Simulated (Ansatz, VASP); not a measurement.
InP3 in VASP and in Ansatz

File POSCAR:

```
InP3
1.0
    3.7414989627      2.1601554333      3.1670968584
   -3.7414989627      2.1601554333      3.1670968584
    0.0000000000     -4.3203108666      3.1670968584
In P
2 6
Direct
    0.2702519987      0.2702519987      0.2702519987
    0.7297480013      0.7297480013      0.7297480013
    0.7982893840      0.2446976857      0.7982893840
    0.7982893840      0.7982893840      0.2446976857
    0.2446976857      0.7982893840      0.7982893840
    0.2017106160      0.7553023143      0.2017106160
    0.7553023143      0.2017106160      0.2017106160
    0.2017106160      0.2017106160      0.7553023143
```

INCAR.step1

```
PREC     = Accurate       # precision mode
ENCUT    = 520            # plane-wave cutoff, eV
ISMEAR   = 0              # smearing method
SIGMA    = 0.15           # smearing width, eV
LREAL    = False          # projectors in reciprocal space
LASPH    = True           # aspherical terms in the spheres
NELM     = 100            # most SCF steps
NBANDS   = 38             # bands
GGA      = PE             # functional
ALGO     = Normal         # electronic algorithm
EDIFF    = 1E-4           # SCF threshold, eV
LWAVE    = True           # write WAVECAR
LCHARG   = False          # write CHGCAR
```

Contents of INCAR.step2:

```
PREC     = Accurate       # precision mode
ENCUT    = 520            # plane-wave cutoff, eV
EDIFF    = 1E-6           # SCF threshold, eV
ISMEAR   = 0              # smearing method
SIGMA    = 0.15           # smearing width, eV
LREAL    = False          # projectors in reciprocal space
LASPH    = True           # aspherical terms in the spheres
NELM     = 100            # most SCF steps
ALGO     = Normal         # electronic algorithm
ISIF     = 2              # what is computed and relaxed
LWAVE    = False          # write WAVECAR
LCHARG   = False          # write CHGCAR
METAGGA  = R2SCAN         # meta-GGA
LMIXTAU  = True         
NBANDS   = 38             # bands
ISTART   = 1
```

The input KPOINTS:

```
regular mesh
0
Gamma
  6 6 6
```

Input for Ansatz:

```yaml
crystal:
  lattice:
    - [3.7414989627, 2.1601554333, 3.1670968584]
    - [-3.7414989627, 2.1601554333, 3.1670968584]
    - [0.0, -4.3203108666, 3.1670968584]
  atoms:
    - { symbol: In, position: [0.2702519987, 0.2702519987, 0.2702519987] }
    - { symbol: In, position: [0.7297480013, 0.7297480013, 0.7297480013] }
    - { symbol: P, position: [0.798289384, 0.2446976857, 0.798289384] }
    - { symbol: P, position: [0.798289384, 0.798289384, 0.2446976857] }
    - { symbol: P, position: [0.2446976857, 0.798289384, 0.798289384] }
    - { symbol: P, position: [0.201710616, 0.7553023143, 0.201710616] }
    - { symbol: P, position: [0.7553023143, 0.201710616, 0.201710616] }
    - { symbol: P, position: [0.201710616, 0.201710616, 0.7553023143] }
basis:
  ecutwfc: 500
kpoints:
  mp_grid: { grid: [6, 6, 6] }
hamiltonian:
  xc: r2scan
scf:
  occupations: { method: gaussian, width: 0.15 }
output:
  forces: true
  stress: true
  eigenvalues: true
```

Change from the starting cell: strain -0.0600 x Voigt [0, 0, 1, 0, 0, 0], atoms carried along.

Alike in both runs: task single point; functional r2SCAN; k mesh 6 × 6 × 6; occupations gaussian, width 0.15 eV; no spin polarisation.

|  | VASP | Ansatz |
| --- | --- | --- |
| version | VASP 6.6.1 | Ansatz 0.2.0 |
| potentials or method | VASP PAW PBE potentials, release 64 (In_d, P), cutoff 520 eV | scalar-relativistic, plane waves, PAW |
| valence electrons in the cell | 56 | 56 |

|  | VASP | Ansatz | Ansatz less VASP |
| --- | --- | --- | --- |
| gap on the k mesh at the Fermi level (eV) | none | none | - |
| pressure (GPa) | 4.1 | 4.5 | +0.41 |
| traceless stress, the component that is largest in VASP (GPa) | 2.63 | 2.46 | -0.162 |
| rms of the force components (eV/Å) | 0.224 | 0.270 | +0.0465 |

VASP's potentials were made for PBE, not for r2SCAN. Atom by atom the forces differ by 0.053 eV/Å (rms over components). A gap of «none» marks a metal or a gap that the smearing closes.
